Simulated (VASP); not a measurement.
# CuI (F-43m) in VASP: further runs

The runs below take CuI through single point, with revPBE+D4, BLYP, PBE, revPBE.

Everything below comes from runs of VASP 6.6.1. Logs are shortened: lines on timing, memory, paths and dates and some standing lists are left out, and cuts for length are marked.

## (1) The cell of the first run

It takes space group F-43m (No. 216, cubic). The conventional cell has a = 5.955 Å, b = 5.955 Å, c = 5.955 Å, α = 90.00°, β = 90.00°, γ = 90.00°. Within 3.4 Å of I (site symmetry -43m) lie 4 Cu at 2.58 Å. Within 3.4 Å of Cu (site symmetry -43m) lie 4 I at 2.58 Å.

## (2) Single point, revPBE+D4

The input, INCAR:

```
PREC     = Accurate       # precision mode
ENCUT    = 520            # plane-wave cutoff, eV
EDIFF    = 1E-7           # SCF threshold, eV
ISMEAR   = -1             # smearing method
SIGMA    = 0.05           # smearing width, eV
LREAL    = False          # projectors in reciprocal space
LASPH    = True           # aspherical terms in the spheres
NELM     = 100            # most SCF steps
ALGO     = Normal         # electronic algorithm
ISIF     = 2              # what is computed and relaxed
LWAVE    = False          # write WAVECAR
LCHARG   = False          # write CHGCAR
GGA      = RE             # functional
IVDW     = 13             # dispersion correction
NBANDS   = 16             # bands
```

The input, KPOINTS:

```
regular mesh
0
Gamma
  8 8 8
```

The input, POSCAR:

```
CuI
1.0
    0.0000000000      2.9773894969      2.9773894969
    2.9773894969      0.0000000000      2.9773894969
    2.9773894969      2.9773894969      0.0000000000
I Cu
1 1
Direct
    0.0000000000      0.0000000000      0.0000000000
    0.7500000000      0.7500000000      0.7500000000
```

Potentials or basis: VASP PAW PBE potentials, release 64 (I, Cu).

Started as:

```sh
> cat potpaw_PBE.64/I/POTCAR potpaw_PBE.64/Cu/POTCAR > POTCAR
> mpirun -np 1 vasp_std > vasp.out
```

OUTCAR:

```text
PREC = Accurate
   ENCUT = 520
   EDIFF = 1E-7
   ISMEAR = -1
   LREAL = False
   LASPH = True
   NELM = 100
   ISIF = 2
   GGA = RE
   IVDW = 13

 ion  position               nearest neighbor table
   1  0.000  0.000  0.000-   2 2.58   2 2.58   2 2.58   2 2.58
   2  0.750  0.750  0.750-   1 2.58   1 2.58   1 2.58   1 2.58

  LATTYP: Found a face centered cubic cell.
 ALAT       =     5.9547789938

  Lattice vectors:

 A1 = (   0.0000000000,   2.9773894969,   2.9773894969)
 A2 = (   2.9773894969,   0.0000000000,   2.9773894969)
 A3 = (   2.9773894969,   2.9773894969,   0.0000000000)

Analysis of symmetry for initial positions (statically):
=====================================================================
 Subroutine PRICEL returns:
 Original cell was already a primitive cell.

 Routine SETGRP: Setting up the symmetry group for a
 face centered cubic supercell.

 Subroutine GETGRP returns: Found 24 space group operations
 (whereof 24 operations were pure point group operations)
 out of a pool of 48 trial point group operations.

The static configuration has the point symmetry T_d .

Analysis of symmetry for dynamics (positions and initial velocities):
=====================================================================
 Subroutine PRICEL returns:
 Original cell was already a primitive cell.

 Routine SETGRP: Setting up the symmetry group for a
 face centered cubic supercell.

 Subroutine GETGRP returns: Found 24 space group operations
 (whereof 24 operations were pure point group operations)
 out of a pool of 48 trial point group operations.

The dynamic configuration has the point symmetry T_d .

 Subroutine INISYM returns: Found 24 space group operations
 (whereof 24 operations are pure point group operations),
 and found     1 'primitive' translations

----------------------------------------------------------------------------------------

                                     Primitive cell

  volume of cell :      52.7882

  direct lattice vectors                    reciprocal lattice vectors
     0.000000000  2.977389497  2.977389497    -0.167932345  0.167932345  0.167932345
     2.977389497  0.000000000  2.977389497     0.167932345 -0.167932345  0.167932345
     2.977389497  2.977389497  0.000000000     0.167932345  0.167932345 -0.167932345

  length of vectors
     4.210664607  4.210664607  4.210664607     0.290867354  0.290867354  0.290867354

  position of ions in fractional coordinates (direct lattice)
[... 78 lines left out ...]
   NELM   =    100;   NELMIN=  2; NELMDL= -5     # of ELM steps
   EDIFF  = 0.1E-06   stopping-criterion for ELM
   LREAL  =      F    real-space projection
   EDIFFG = 0.1E-05   stopping-criterion for IOM
   NSW    =      0    number of steps for IOM
   IBRION =     -1    ionic relax: 0-MD 1-quasi-New 2-CG
   NFREE  =      0    steps in history (QN), initial steepest desc. (CG)
   ISIF   =      2    stress and relaxation
   ISYM   =      2    0-nonsym 1-usesym 2-fastsym
   POTIM  = 0.5000    time-step for ionic-motion
   TEBEG  =    0.0;   TEEND  =   0.0 temperature during run
   PSTRESS=    0.0 pullay stress
   NELECT =      18.0000    total number of electrons
   NUPDOWN=      -1.0000    fix difference up-down
   EMIN   =  10.00;   EMAX   =-10.00  energy-range for DOS
   EFERMI =   0.00;   METHOD = LEGACY
   ISMEAR =    -1;   SIGMA  =   0.05  broadening in eV -4-tet -1-fermi 0-gaus
   EFERMI_NEDOS =   21; number of points for ismear=-14 and -15
   IALGO  =     38    algorithm
   IMIX   =      4    mixing-type and parameters
     AMIX     =   0.40;   BMIX     =  1.00
     AMIX_MAG =   1.60;   BMIX_MAG =  1.00
  volume/ion in A,a.u.               =      26.39       178.12
  Fermi-wavevector in a.u.,A,eV,Ry     =   1.143721  2.161319 17.797743  1.308097
  Thomas-Fermi vector in A             =   2.280415
   LORBIT       =      0    0 simple, 1 ext, 2 COOP (PROOUT), +10 PAW based schemes
   GGA     = RE    functional components
   LHFCALC =     F    Hartree Fock is set to
   AEXX    =    0.0000 exact exchange contribution
   IVDW    =    13    specifies the selected vdW correction
   LEPSILON=     F    determine dielectric tensor
   LRPA    =     F    only Hartree local field effects (RPA)
 non-spin polarized calculation
  energy-cutoff  :      520.00
  volume of cell :       52.79
 maximum number of plane-waves:      1433
   NGX = 15   NGY = 15   NGZ = 15

 number of electron      17.9999998 magnetization

 Free energy of the ion-electron system (eV)
  ---------------------------------------------------
  ext. energy  EPLUGINS =         0.00000000
  ---------------------------------------------------
  free energy    TOTEN  =        -4.87994584 eV

  energy without entropy =       -4.87994583  energy(sigma->0) =       -4.87994583

 E-fermi :   5.8649     XC(G=0):  -9.0419

 val. band max:        5.1323749029   @ k =   0.0000   0.0000   0.0000
 cond. band min:       6.5224075728   @ k =   0.0000   0.0000   0.0000
 fundamental gap:      1.3900326699
 Fermi energy:         5.8649143311

 k-point     1 :       0.0000    0.0000    0.0000
  band No.  band energies     occupation
      1      -9.1695      2.00000
      2       1.2378      2.00000
      3       1.2378      2.00000
      4       1.2378      2.00000
      5       3.0695      2.00000
      6       3.0695      2.00000
[... 433 lines left out ...]
      3       0.6874      2.00000
      4       1.2268      2.00000
      5       2.9999      2.00000
      6       3.0817      2.00000
[... 8 lines left out ...]
     15      16.0689      0.00000
     16      16.6605      0.00000

 [... further k-points ...]

------------------------ aborting loop because EDIFF is reached ----------------------------------------

  DFT-D4 for vdW energy calculation

  Edisp (eV):   -1.28525

  FORCE on cell =-STRESS in cart. coord.  units (eV):
  Direction    XX          YY          ZZ          XY          YZ          ZX
  --------------------------------------------------------------------------------------
  -------------------------------------------------------------------------------------
  Total       0.02188     0.02188     0.02188     0.00000    -0.00000     0.00000
  in kB       0.66421     0.66421     0.66421     0.00000    -0.00000     0.00000
  external pressure =        0.66 kB  Pullay stress =        0.00 kB

 VOLUME and BASIS-vectors are now :
 -----------------------------------------------------------------------------
  energy-cutoff  :      520.00
  volume of cell :       52.79
      direct lattice vectors                 reciprocal lattice vectors
     0.000000000  2.977389497  2.977389497    -0.167932345  0.167932345  0.167932345
     2.977389497  0.000000000  2.977389497     0.167932345 -0.167932345  0.167932345
     2.977389497  2.977389497  0.000000000     0.167932345  0.167932345 -0.167932345

 POSITION                                       TOTAL-FORCE (eV/Angst)
 -----------------------------------------------------------------------------------
      0.00000      0.00000      0.00000         0.000000      0.000000      0.000000
      4.46608      4.46608      4.46608        -0.000000     -0.000000     -0.000000
 -----------------------------------------------------------------------------------
    total drift:                               -0.000001     -0.000001     -0.000001

  FREE ENERGIE OF THE ION-ELECTRON SYSTEM (eV)
  ---------------------------------------------------
  free  energy   TOTEN  =        -6.1652005418 eV

  energy  without entropy=       -6.1652005301  energy(sigma->0) =       -6.16520054
```

OSZICAR:

```text
N       E                     dE             d eps       ncg     rms          rms(c)
DAV:   1     0.953336780325E+02    0.95334E+02   -0.75535E+03   928   0.121E+03
DAV:   2     0.734497946786E+00   -0.94599E+02   -0.86726E+02  1008   0.228E+02
DAV:   3    -0.493249209711E+01   -0.56670E+01   -0.55917E+01  1224   0.601E+01
DAV:   4    -0.508658204600E+01   -0.15409E+00   -0.15403E+00  1160   0.936E+00
DAV:   5    -0.509377387613E+01   -0.71918E-02   -0.71917E-02  1368   0.226E+00    0.560E+00
DAV:   6    -0.501834804680E+01    0.75426E-01   -0.25581E+00   968   0.444E+01    0.357E+00
DAV:   7    -0.487871085056E+01    0.13964E+00   -0.63515E-01  1040   0.266E+01    0.190E+00
DAV:   8    -0.488131256666E+01   -0.26017E-02   -0.33227E-02  1472   0.213E+00    0.430E-01
DAV:   9    -0.487952642264E+01    0.17861E-02   -0.83814E-03  1224   0.277E+00    0.111E-01
DAV:  10    -0.487990768791E+01   -0.38127E-03   -0.82424E-04  1072   0.203E-01    0.354E-02
DAV:  11    -0.487993999743E+01   -0.32310E-04   -0.10632E-04  1264   0.251E-01    0.267E-02
DAV:  12    -0.487994446576E+01   -0.44683E-05   -0.12586E-05  1320   0.439E-02    0.144E-02
DAV:  13    -0.487994578130E+01   -0.13155E-05   -0.11124E-05  1136   0.925E-02    0.373E-03
DAV:  14    -0.487994599128E+01   -0.20998E-06   -0.10921E-06  1496   0.152E-02    0.395E-03
DAV:  15    -0.487994577241E+01    0.21887E-06   -0.59765E-08   776   0.705E-03    0.138E-03
DAV:  16    -0.487994583702E+01   -0.64617E-07   -0.50348E-08   768   0.481E-03
   1 F= -.61652005E+01 E0= -.61652005E+01  d E =-.116812E-07
```

Run time: 57 s. Hardware: 1 thread of AMD EPYC 7R13, shared host; peak memory 0.16 GiB.

Results:

| Property | Result |
| --- | --- |
| Free energy | -6.1652 eV |
| Pressure | 0.1 GPa |
| Band gap on the k mesh | 1.39 eV |
| Dispersion energy per atom | -0.643 eV |

Caveat: the PAW data sets were made with another functional, which shifts forces and pressure a little; spin-orbit coupling is left out, which moves the levels of the heavy elements. Expect the measured gap to be larger: semilocal functionals such as revPBE lack the derivative discontinuity.

## (3) Single point, BLYP

This run uses another cell than the first one, of 27.86 Å³/atom.

The input, INCAR:

```
SYSTEM = CuI
  AGGAC = 1.0
  AGGAX = 1.0
  ALDAC = 0.0
  ALDAX = 1.0
  ALGO = Normal
  EDIFF = 1E-6
  ENCUT = 520
  GGA = B5
  ISIF = 2
  ISMEAR = -1
  LASPH = .TRUE.
  LCHARG = .TRUE.
  LELF = .TRUE.
  LREAL = .FALSE.
  LVHAR = .TRUE.
  LWAVE = .FALSE.
  NBANDS = 16
  NELM = 100
  PREC = Accurate
  SIGMA = 0.05
```

The input, KPOINTS:

```
k-points
0
G
  8 8 8
  0 0 0
```

The input, POSCAR:

```
CuI
1.0
    0.0000000000      3.0315000000      3.0315000000
    3.0315000000      0.0000000000      3.0315000000
    3.0315000000      3.0315000000      0.0000000000
I Cu
1 1
Direct
    0.0000000000      0.0000000000      0.0000000000
    0.7500000000      0.7500000000      0.7500000000
```

Potentials or basis: VASP PAW PBE potentials, release 64 (I, Cu).

Started as:

```sh
> cat potpaw_PBE.64/I/POTCAR potpaw_PBE.64/Cu/POTCAR > POTCAR
> mpirun -np 1 vasp_std > vasp.out
```

OUTCAR:

```text
SYSTEM = CuI
   EDIFF = 1E-6
   ENCUT = 520
   GGA = B5
   ISIF = 2
   ISMEAR = -1
   LASPH = .TRUE.
   LREAL = .FALSE.
   NELM = 100
   PREC = Accurate

 ion  position               nearest neighbor table
   1  0.000  0.000  0.000-   2 2.63   2 2.63   2 2.63   2 2.63
   2  0.750  0.750  0.750-   1 2.63   1 2.63   1 2.63   1 2.63

  LATTYP: Found a face centered cubic cell.
 ALAT       =     6.0630000000

  Lattice vectors:

 A1 = (   0.0000000000,   3.0315000000,   3.0315000000)
 A2 = (   3.0315000000,   0.0000000000,   3.0315000000)
 A3 = (   3.0315000000,   3.0315000000,   0.0000000000)

Analysis of symmetry for initial positions (statically):
=====================================================================
 Subroutine PRICEL returns:
 Original cell was already a primitive cell.

 Routine SETGRP: Setting up the symmetry group for a
 face centered cubic supercell.

 Subroutine GETGRP returns: Found 24 space group operations
 (whereof 24 operations were pure point group operations)
 out of a pool of 48 trial point group operations.

The static configuration has the point symmetry T_d .

Analysis of symmetry for dynamics (positions and initial velocities):
[... 159 lines left out ...]

 val. band max:        4.7852281096   @ k =   0.0000   0.0000   0.0000
 cond. band min:       6.0071977869   @ k =   0.0000   0.0000   0.0000
 fundamental gap:      1.2219696774
 Fermi energy:         5.4367650127

 k-point     1 :       0.0000    0.0000    0.0000
  band No.  band energies     occupation
      1      -9.1680      2.00000
      2       1.1792      2.00000
      3       1.1792      2.00000
      4       1.1792      2.00000
      5       2.9101      2.00000
      6       2.9101      2.00000
[... 433 lines left out ...]
      3       0.6766      2.00000
      4       1.1742      2.00000
      5       2.8487      2.00000
      6       2.9221      2.00000
[... 8 lines left out ...]
     15      15.7261      0.00000
     16      16.2261      0.00000

 [... further k-points ...]

------------------------ aborting loop because EDIFF is reached ----------------------------------------

  FORCE on cell =-STRESS in cart. coord.  units (eV):
  Direction    XX          YY          ZZ          XY          YZ          ZX
  --------------------------------------------------------------------------------------
  -------------------------------------------------------------------------------------
  Total        1.3101148      1.3101148      1.3101148      0.0000000     -0.0000000      0.0000000
  in kB       37.6718747     37.6718747     37.6718747      0.0000000     -0.0000000      0.0000000
  external PRESSURE =      37.6718747 kB  Pullay stress =       0.0000000 kB

 VOLUME and BASIS-vectors are now :
 -----------------------------------------------------------------------------
  energy-cutoff  :      520.00
  volume of cell :       55.72
      direct lattice vectors                 reciprocal lattice vectors
     0.000000000  3.031500000  3.031500000    -0.164934851  0.164934851  0.164934851
     3.031500000  0.000000000  3.031500000     0.164934851 -0.164934851  0.164934851
     3.031500000  3.031500000  0.000000000     0.164934851  0.164934851 -0.164934851

 POSITION                                       TOTAL-FORCE (eV/Angst)
 -----------------------------------------------------------------------------------
      0.00000      0.00000      0.00000        -0.000000     -0.000000     -0.000000
      4.54725      4.54725      4.54725         0.000000      0.000000      0.000000
 -----------------------------------------------------------------------------------
    total drift:                                0.000002      0.000002      0.000002

  FREE ENERGIE OF THE ION-ELECTRON SYSTEM (eV)
  ---------------------------------------------------
  free  energy   TOTEN  =        -4.5958907080 eV

  energy  without entropy=       -4.5958906484  energy(sigma->0) =       -4.59589068
```

OSZICAR:

```text
N       E                     dE             d eps       ncg     rms          rms(c)
DAV:   1     0.970817979523E+02    0.97082E+02   -0.74866E+03   928   0.119E+03
DAV:   2     0.146824854313E+01   -0.95614E+02   -0.86468E+02  1008   0.229E+02
DAV:   3    -0.463137726213E+01   -0.60996E+01   -0.60085E+01  1256   0.621E+01
DAV:   4    -0.479858395329E+01   -0.16721E+00   -0.16715E+00  1104   0.982E+00
DAV:   5    -0.480749430906E+01   -0.89104E-02   -0.89102E-02  1480   0.247E+00    0.503E+00
DAV:   6    -0.471696721289E+01    0.90527E-01   -0.24216E+00   960   0.421E+01    0.312E+00
DAV:   7    -0.459820774934E+01    0.11876E+00   -0.55888E-01  1008   0.243E+01    0.161E+00
DAV:   8    -0.459752216181E+01    0.68559E-03   -0.26741E-02  1504   0.206E+00    0.355E-01
DAV:   9    -0.459578444120E+01    0.17377E-02   -0.68808E-03  1120   0.245E+00    0.104E-01
DAV:  10    -0.459589455939E+01   -0.11012E-03   -0.42594E-04  1144   0.148E-01    0.217E-02
DAV:  11    -0.459589092616E+01    0.36332E-05   -0.52759E-05  1256   0.199E-01    0.119E-02
DAV:  12    -0.459589070801E+01    0.21815E-06   -0.29980E-06  1072   0.344E-02
   1 F= -.45958907E+01 E0= -.45958907E+01  d E =-.596426E-07
```

It took 67 s on 1 thread of AMD EPYC 7R13, shared host; peak memory 0.16 GiB.

Results:

| Quantity | Value |
| --- | --- |
| Free energy | -4.5959 eV |
| Pressure | 3.8 GPa |
| Band gap on the k mesh | 1.22 eV |

Levels at points of the mesh, in eV from the valence-band top:
```tsv
k point	band 6	band 7	band 8	band 9	band 10	band 11	band 12	band 13
(0.00, 0.00, 0.00)	-1.88	0.00	0.00	0.00	1.22	4.99	4.99	4.99
(0.50, 0.00, 0.00)	-1.85	-1.80	-0.71	-0.71	2.22	5.53	5.53	7.62
(0.50, 0.50, 0.00)	-1.81	-1.79	-1.51	-1.51	2.90	2.98	9.30	9.82
```

Caveat: the cell stands under pressure; the PAW data sets were made with another functional, which shifts forces and pressure a little; spin-orbit coupling is left out, which moves the levels of the heavy elements.

## (4) Single point, PBE

This run uses another cell than the first one, of 27.86 Å³/atom.

The input, INCAR:

```
SYSTEM = CuI
PREC = Accurate ; ENCUT = 520
EDIFF = 1E-7 ; ISMEAR = 0
SIGMA = 0.012 ; LREAL = .False.
LASPH = .True. ; NELM = 80
ALGO = Normal ; ISIF = 2
LWAVE = .False. ; LCHARG = .False.
GGA = PE ; NBANDS = 16
```

The input, KPOINTS:

```
regular mesh
0
Gamma
  8 8 8
  0 0 0
```

POSCAR is that of step 3.

Potentials or basis: VASP PAW PBE potentials, release 64 (I, Cu).

Started as:

```sh
> cat potpaw_PBE.64/I/POTCAR potpaw_PBE.64/Cu/POTCAR > POTCAR
> mpirun -np 1 vasp_std > vasp.out
```

OUTCAR:

```text
SYSTEM = CuI
   PREC = Accurate
   ENCUT = 520
   EDIFF = 1E-7
   ISMEAR = 0
   LREAL = .False.
   LASPH = .True.
   NELM = 80
   ISIF = 2
   GGA = PE

 ion  position               nearest neighbor table
   1  0.000  0.000  0.000-   2 2.63   2 2.63   2 2.63   2 2.63
   2  0.750  0.750  0.750-   1 2.63   1 2.63   1 2.63   1 2.63

  LATTYP: Found a face centered cubic cell.
 ALAT       =     6.0630000000

  Lattice vectors:

 A1 = (   0.0000000000,   3.0315000000,   3.0315000000)
[... 641 lines left out ...]

------------------------ aborting loop because EDIFF is reached ----------------------------------------

  FORCE on cell =-STRESS in cart. coord.  units (eV):
  Direction    XX          YY          ZZ          XY          YZ          ZX
  --------------------------------------------------------------------------------------
  -------------------------------------------------------------------------------------
  Total        0.1167500      0.1167500      0.1167500      0.0000000      0.0000000      0.0000000
  in kB        3.3571027      3.3571027      3.3571027      0.0000000      0.0000000      0.0000000
  external PRESSURE =       3.3571027 kB  Pullay stress =       0.0000000 kB

 VOLUME and BASIS-vectors are now :
 -----------------------------------------------------------------------------
  energy-cutoff  :      520.00
  volume of cell :       55.72
      direct lattice vectors                 reciprocal lattice vectors
     0.000000000  3.031500000  3.031500000    -0.164934851  0.164934851  0.164934851
     3.031500000  0.000000000  3.031500000     0.164934851 -0.164934851  0.164934851
     3.031500000  3.031500000  0.000000000     0.164934851  0.164934851 -0.164934851

 POSITION                                       TOTAL-FORCE (eV/Angst)
 -----------------------------------------------------------------------------------
      0.00000      0.00000      0.00000         0.000000      0.000000      0.000000
      4.54725      4.54725      4.54725        -0.000000     -0.000000     -0.000000
 -----------------------------------------------------------------------------------
    total drift:                               -0.000001     -0.000001     -0.000001

  FREE ENERGIE OF THE ION-ELECTRON SYSTEM (eV)
  ---------------------------------------------------
  free  energy   TOTEN  =        -5.5619806249 eV

  energy  without entropy=       -5.5619806249  energy(sigma->0) =       -5.56198062
```

Wall time 54 s (1 thread of AMD EPYC 7R13, shared host); peak memory 0.16 GiB.

Results:

```
Free energy            : -5.5620 eV
Pressure               : 0.3 GPa
Band gap on the k mesh : 1.14 eV
```

Levels at points of the mesh, in eV from the valence-band top:
| k point | band 6 | band 7 | band 8 | band 9 | band 10 | band 11 | band 12 | band 13 |
| --- | --- | --- | --- | --- | --- | --- | --- | --- |
| (0.00, 0.00, 0.00) | -1.85 | 0.00 | 0.00 | 0.00 | 1.14 | 4.87 | 4.87 | 4.87 |
| (0.50, 0.00, 0.00) | -1.82 | -1.78 | -0.71 | -0.71 | 2.16 | 5.41 | 5.41 | 7.40 |
| (0.50, 0.50, 0.00) | -1.79 | -1.76 | -1.50 | -1.50 | 2.72 | 2.91 | 9.19 | 9.76 |

Caveat: spin-orbit coupling is left out, which moves the levels of the heavy elements.

(Part 1 of 2 ends here.)
